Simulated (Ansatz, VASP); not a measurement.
# One calculation of ZrS, two programs

```xyz
2
Lattice="0.0000 2.6024 2.6024 2.5831 0.0194 2.5831 2.5831 2.5831 0.0194" Properties=species:S:1:pos:R:3 pbc="T T T"
Zr    0.0000    0.0000    0.0000
S     2.5831    2.6024    2.6024
```

Change from the starting cell: strain +0.0150 x Voigt [0, 0, 0, 1, 0, 0], atoms carried along.

Alike in both runs: task single point; functional PBEsol; k mesh 20 × 20 × 20; occupations gaussian, width 0.15 eV; no spin polarisation.

```csv
,VASP,Ansatz
version,VASP 6.6.1,Ansatz 0.2.0
potentials or method,"VASP PAW PBE potentials, release 64 (Zr_sv, S), cutoff 520 eV","scalar-relativistic, plane waves, PAW"
valence electrons in the cell,18,18
```

|  | VASP | Ansatz | Ansatz less VASP |
| --- | --- | --- | --- |
| gap on the k mesh at the Fermi level (eV) | none | none | - |
| pressure (GPa) | 0.2 | 0.0 | -0.24 |
| traceless stress, the component that is largest in VASP (GPa) | -0.44 | -0.45 | -0.008 |

VASP's potentials were made for PBE, not for PBEsol. A gap of «none» marks a metal or a gap that the smearing closes.
